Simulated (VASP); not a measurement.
# BaTiO3 (Amm2) in VASP: single point with PBE

Aim: the single point of BaTiO3 with PBE.

Program: VASP 6.6.1. These are calculated values, not measurements. Logs are shortened: lines on timing, memory, paths and dates and some standing lists are left out, and cuts for length are marked.

### Step 1. The cell of the first run

The structure is orthorhombic, space group Amm2 (No. 38). Conventional cell: a = 3.984 Å, b = 5.674 Å, c = 5.862 Å, α = 90.00°, β = 90.00°, γ = 90.00°. Within 3.7 Å of Ba (site symmetry mm2) lie 12 O at 2.79 to 3.06 Å and 8 Ti at 3.47 to 3.62 Å. Within 2.5 Å of Ti (site symmetry mm2) lie 6 O at 1.85 to 2.24 Å. Within 2.9 Å of O (site symmetry mm2) lie 2 Ti at 2.00 Å and 3 Ba at 2.80 to 2.84 Å and 8 O at 2.82 to 2.88 Å. O (site symmetry m) has 2 Ti at 1.85 to 2.24 Å within 2.5 Å.

### Step 2. Single point, PBE (z stretched by +3 %, then relaxed in part)

INCAR

```
PREC = Accurate
ENCUT = 1340
EDIFF = 1E-6
ISMEAR = -1
SIGMA = 0.02
LREAL = F
LASPH = T
NELM = 120
ALGO = Normal
ISIF = 2
LWAVE = F
LCHARG = F
GGA = PE
NBANDS = 28
GGA_COMPAT = F
```

KPOINTS

```
regular mesh
0
Gamma
  8 8 8
```

POSCAR

```
BaTiO3
1.0
    3.9841000000      0.0000000000      0.0000000000
    0.0000000000      2.8370500000      2.9311740000
    0.0000000000     -2.8370500000      2.9311740000
Ba Ti O
1 1 3
Direct
    0.0000000000      0.0109704131      0.0109704131
    0.5000000000      0.5265825393      0.5265825393
    0.0000000000      0.4885165948      0.4885165948
    0.5000000000      0.4912115703      0.9789388826
    0.5000000000      0.9789388826      0.4912115703
```

Potentials or basis: VASP PAW PBE potentials, release 64 (Ba_sv, Ti_sv, O_h).

Run with:

```console
cat potpaw_PBE.64/Ba_sv/POTCAR potpaw_PBE.64/Ti_sv/POTCAR potpaw_PBE.64/O_h/POTCAR > POTCAR
mpirun -np 1 vasp_std > vasp.out
```

OUTCAR:

```text
PREC = Accurate
   ENCUT = 1340
   EDIFF = 1E-6
   ISMEAR = -1
   LREAL = F
   LASPH = T
   NELM = 120
   ISIF = 2
   GGA = PE

 ion  position               nearest neighbor table
   1  0.000  0.011  0.011-   4 2.79   5 2.79   4 2.79   5 2.79   3 2.80   3 2.84   3 2.84   5 2.92
                             4 2.92   5 2.92   4 2.92   3 3.06   2 3.47   2 3.47   2 3.47   2 3.47
   2  0.500  0.527  0.527-   4 1.85   5 1.85   3 2.00   3 2.00   1 3.47   1 3.47   1 3.47   1 3.47
                             1 3.47   1 3.47   1 3.62   1 3.62
   3  0.000  0.489  0.489-   2 2.00   2 2.00   1 2.80   1 2.84   1 2.84   1 3.06
   4  0.500  0.491  0.979-   2 1.85   1 2.79   1 2.79   1 2.92   1 2.92
   5  0.500  0.979  0.491-   2 1.85   1 2.79   1 2.79   1 2.92   1 2.92

  LATTYP: Found a base centered orthorhombic cell.
 ALAT       =     5.6741000000
 B/A-ratio  =     1.0331767152
 C/A-ratio  =     0.7021554079

  Lattice vectors:

 A1 = (   0.0000000000,   2.8370500000,  -2.9311740000)
 A2 = (   0.0000000000,   2.8370500000,   2.9311740000)
 A3 = (   3.9841000000,   0.0000000000,   0.0000000000)

Analysis of symmetry for initial positions (statically):
=====================================================================
 Subroutine PRICEL returns:
 Original cell was already a primitive cell.

 Routine SETGRP: Setting up the symmetry group for a
 base centered orthorhombic supercell.

 Subroutine GETGRP returns: Found  4 space group operations
 (whereof  4 operations were pure point group operations)
 out of a pool of  8 trial point group operations.

The static configuration has the point symmetry C_2v.

Analysis of symmetry for dynamics (positions and initial velocities):
=====================================================================
 Subroutine PRICEL returns:
 Original cell was already a primitive cell.

 Routine SETGRP: Setting up the symmetry group for a
 base centered orthorhombic supercell.

 Subroutine GETGRP returns: Found  4 space group operations
 (whereof  4 operations were pure point group operations)
 out of a pool of  8 trial point group operations.

The dynamic configuration has the point symmetry C_2v.

 Subroutine INISYM returns: Found  4 space group operations
 (whereof  4 operations are pure point group operations),
 and found     1 'primitive' translations

----------------------------------------------------------------------------------------

                                     Primitive cell

  volume of cell :      66.2627

  direct lattice vectors                    reciprocal lattice vectors
     3.984100000  0.000000000  0.000000000     0.250997716  0.000000000  0.000000000
     0.000000000  2.837050000  2.931174000     0.000000000  0.176239404  0.170580116
     0.000000000 -2.837050000  2.931174000     0.000000000 -0.176239404  0.170580116

  length of vectors
     3.984100000  4.079293287  4.079293287     0.250997716  0.245271081  0.245271081

  position of ions in fractional coordinates (direct lattice)
     0.000000000  0.010970413  0.010970413
     0.500000000  0.526582539  0.526582539
     0.000000000  0.488516595  0.488516595
     0.500000000  0.491211570  0.978938883
     0.500000000  0.978938883  0.491211570

  ion indices of the primitive-cell ions
   primitive index   ion index
                 1           1
                 2           2
                 3           3
                 4           4
                 5           5

----------------------------------------------------------------------------------------

 KPOINTS: regular mesh

Automatic generation of k-mesh.
 Grid dimensions read from file:
 generate k-points for:    8    8    8

 Generating k-lattice:

  Cartesian coordinates                     Fractional coordinates (reciprocal lattice)
     0.031374714  0.000000000  0.000000000     0.125000000  0.000000000  0.000000000
     0.000000000  0.022029925  0.021322514     0.000000000  0.125000000 -0.000000000
     0.000000000 -0.022029925  0.021322514     0.000000000 -0.000000000  0.125000000

  Length of vectors
     0.031374714  0.030658885  0.030658885

  Shift w.r.t. Gamma in fractional coordinates (k-lattice)
     0.000000000  0.000000000  0.000000000

 Subroutine IBZKPT returns following result:
 ===========================================

 Found    105 irreducible k-points:

 Following reciprocal coordinates:
            Coordinates               Weight
  0.000000  0.000000  0.000000      1.000000
  0.125000  0.000000  0.000000      2.000000
  0.250000  0.000000  0.000000      2.000000
  0.375000  0.000000  0.000000      2.000000
  0.500000  0.000000  0.000000      1.000000
  0.000000  0.125000 -0.000000      4.000000
[... 16 lines left out ...]
  0.250000  0.500000 -0.000000      4.000000
  0.375000  0.500000 -0.000000      4.000000
 [... further k-points ...]
   k-points           NKPTS =    105   k-points in BZ     NKDIM =    105   number of bands    NBANDS=     28
   number of dos      NEDOS =    301   number of ions     NIONS =      5
   total plane-waves  NPLWV = 120000
   dimension x,y,z NGX =    48 NGY =   50 NGZ =   50
   dimension x,y,z NGXF=    96 NGYF=  100 NGZF=  100
   ions per type =               1   1   3
   NGX,Y,Z   is equivalent  to a cutoff of  20.03, 20.38, 20.38 a.u.
   NGXF,Y,Z  is equivalent  to a cutoff of  40.06, 40.75, 40.75 a.u.
 SYSTEM =  unknown system
   PREC   = accura    normal or accurate (medium, high low for compatibility)
   ISTART =      0    job   : 0-new  1-cont  2-samecut
   ICHARG =      2    charge: 1-file 2-atom 10-const
   ISPIN  =      1    spin polarized calculation?
   LNONCOLLINEAR =      F non collinear calculations
   LSORBIT =      F    spin-orbit coupling
   LASPH  =      T    aspherical Exc in radial PAW
   ENCUT  = 1340.0 eV  98.49 Ry    9.92 a.u.  11.89 12.18 12.18*2*pi/ulx,y,z
   NELM   =    120;   NELMIN=  2; NELMDL= -5     # of ELM steps
   EDIFF  = 0.1E-05   stopping-criterion for ELM
   LREAL  =      F    real-space projection
   EDIFFG = 0.1E-04   stopping-criterion for IOM
   NSW    =      0    number of steps for IOM
   IBRION =     -1    ionic relax: 0-MD 1-quasi-New 2-CG
   NFREE  =      0    steps in history (QN), initial steepest desc. (CG)
   ISIF   =      2    stress and relaxation
   ISYM   =      2    0-nonsym 1-usesym 2-fastsym
   POTIM  = 0.5000    time-step for ionic-motion
   TEBEG  =    0.0;   TEEND  =   0.0 temperature during run
   PSTRESS=    0.0 pullay stress
   NELECT =      40.0000    total number of electrons
   NUPDOWN=      -1.0000    fix difference up-down
   EMIN   =  10.00;   EMAX   =-10.00  energy-range for DOS
   EFERMI =   0.00;   METHOD = LEGACY
   ISMEAR =    -1;   SIGMA  =   0.02  broadening in eV -4-tet -1-fermi 0-gaus
   EFERMI_NEDOS =   21; number of points for ismear=-14 and -15
   IALGO  =     38    algorithm
   IMIX   =      4    mixing-type and parameters
     AMIX     =   0.40;   BMIX     =  1.00
     AMIX_MAG =   1.60;   BMIX_MAG =  1.00
  volume/ion in A,a.u.               =      13.25        89.43
  Fermi-wavevector in a.u.,A,eV,Ry     =   1.383583  2.614593 26.045659  1.914302
  Thomas-Fermi vector in A             =   2.508167
   LORBIT       =      0    0 simple, 1 ext, 2 COOP (PROOUT), +10 PAW based schemes
   GGA     = PE    functional components
   LHFCALC =     F    Hartree Fock is set to
   AEXX    =    0.0000 exact exchange contribution
   IVDW    =     0    specifies the selected vdW correction
   LEPSILON=     F    determine dielectric tensor
   LRPA    =     F    only Hartree local field effects (RPA)
 non-spin polarized calculation
  energy-cutoff  :     1340.00
  volume of cell :       66.26
 maximum number of plane-waves:      7422
 NGX is ok and might be reduce to    48
   NGX = 23   NGY = 25   NGZ = 25

 number of electron      40.0000002 magnetization

 Free energy of the ion-electron system (eV)
  ---------------------------------------------------
  ext. energy  EPLUGINS =         0.00000000
  ---------------------------------------------------
  free energy    TOTEN  =       -40.06113812 eV

  energy without entropy =      -40.06113812  energy(sigma->0) =      -40.06113812

 E-fermi :   4.4946     XC(G=0): -11.0641

 val. band max:        3.9088515676   @ k =   0.5000   0.5000   0.5000
 cond. band min:       6.1981065543   @ k =   0.0000   0.0000   0.0000
 fundamental gap:      2.2892549867
 Fermi energy:         4.4945989770

 k-point     1 :       0.0000    0.0000    0.0000
  band No.  band energies     occupation
      1     -52.4510      2.00000
      2     -28.7395      2.00000
      3     -28.7210      2.00000
      4     -28.6492      2.00000
      5     -21.0151      2.00000
      6     -12.8796      2.00000
[... 20 lines left out ...]
     27       9.0709      0.00000
     28      10.8555      0.00000

 k-point     2 :       0.1250    0.0000    0.0000
  band No.  band energies     occupation
      1     -52.4508      2.00000
      2     -28.7392      2.00000
      3     -28.7207      2.00000
      4     -28.6571      2.00000
      5     -20.9990      2.00000
      6     -12.8870      2.00000
[... 20 lines left out ...]
     27       9.3555      0.00000
     28      11.2285      0.00000

 k-point     3 :       0.2500    0.0000    0.0000
  band No.  band energies     occupation
      1     -52.4505      2.00000
      2     -28.7385      2.00000
      3     -28.7199      2.00000
      4     -28.6761      2.00000
      5     -20.9598      2.00000
      6     -12.9431      2.00000
[... 20 lines left out ...]
     27      10.0364      0.00000
     28      12.0585      0.00000

 k-point     4 :       0.3750    0.0000    0.0000
  band No.  band energies     occupation
      1     -52.4501      2.00000
      2     -28.7377      2.00000
      3     -28.7191      2.00000
      4     -28.6950      2.00000
      5     -20.9198      2.00000
      6     -13.0351      2.00000
[... 578 lines left out ...]
     27      11.5354      0.00000
     28      12.2331      0.00000

 k-point    23 :       0.2500    0.5000   -0.0000
  band No.  band energies     occupation
      1     -52.4497      2.00000
      2     -28.7717      2.00000
      3     -28.7258      2.00000
      4     -28.6740      2.00000
      5     -20.8828      2.00000
      6     -12.8125      2.00000
[... 20 lines left out ...]
     27      12.1357      0.00000
     28      12.4352      0.00000

 k-point    24 :       0.3750    0.5000   -0.0000
  band No.  band energies     occupation
      1     -52.4493      2.00000
      2     -28.7705      2.00000
      3     -28.7250      2.00000
      4     -28.6925      2.00000
      5     -20.8555      2.00000
      6     -12.6280      2.00000
[... 20 lines left out ...]
     27      11.8065      0.00000
     28      13.1610      0.00000

 [... further k-points ...]

------------------------ aborting loop because EDIFF is reached ----------------------------------------

  FORCE on cell =-STRESS in cart. coord.  units (eV):
  Direction    XX          YY          ZZ          XY          YZ          ZX
  --------------------------------------------------------------------------------------
  -------------------------------------------------------------------------------------
  Total        0.7971636      2.2294016      0.0914271      0.0000000      0.0000000      0.0000000
  in kB       19.2747714     53.9051272      2.2106327      0.0000000      0.0000000      0.0000000
  external PRESSURE =      25.1301771 kB  Pullay stress =       0.0000000 kB

 VOLUME and BASIS-vectors are now :
 -----------------------------------------------------------------------------
  energy-cutoff  :     1340.00
  volume of cell :       66.26
      direct lattice vectors                 reciprocal lattice vectors
     3.984100000  0.000000000  0.000000000     0.250997716  0.000000000  0.000000000
     0.000000000  2.837050000  2.931174000     0.000000000  0.176239404  0.170580116
     0.000000000 -2.837050000  2.931174000     0.000000000 -0.176239404  0.170580116

 POSITION                                       TOTAL-FORCE (eV/Angst)
 -----------------------------------------------------------------------------------
      0.00000      0.00000      0.06431         0.000000     -0.000000     -0.046885
      1.99205      0.00000      3.08701         0.000000     -0.000000     -0.048452
      0.00000      0.00000      2.86385         0.000000     -0.000000      0.014103
      1.99205     -1.38371      4.30927         0.000000     -0.012400      0.040617
      1.99205      1.38371      4.30927         0.000000      0.012400      0.040617
 -----------------------------------------------------------------------------------
    total drift:                                0.000000     -0.000000      0.000032

  FREE ENERGIE OF THE ION-ELECTRON SYSTEM (eV)
  ---------------------------------------------------
  free  energy   TOTEN  =       -40.0611381227 eV

  energy  without entropy=      -40.0611381227  energy(sigma->0) =      -40.06113812
```

It took 6.8 min on 1 thread of Intel Xeon 6975P-C (Granite Rapids), shared host; peak memory 0.91 GiB.

Results:

- Free energy: -40.0611 eV
- Pressure: 2.5 GPa
- Largest force: 0.048 eV/Å
- Band gap on the k mesh: 2.29 eV (least direct gap 2.74 eV)

Forces in eV/Å, atoms in the order of the input:
```
Ba   0.000  0.000 -0.047
Ti   0.000  0.000 -0.048
O    0.000  0.000  0.014
O    0.000 -0.012  0.041
O    0.000  0.012  0.041
```

Stress tensor (GPa, compression positive):
```
1.93 0.00 0.00
0.00 5.39 0.00
0.00 0.00 0.22
```

Caveat: the cell differs from its parent crystal (z stretched by +3 %, then relaxed in part); the stress differs along the axes, from 0 to 5 GPa; spin-orbit coupling is left out, which moves the levels of the heavy elements.
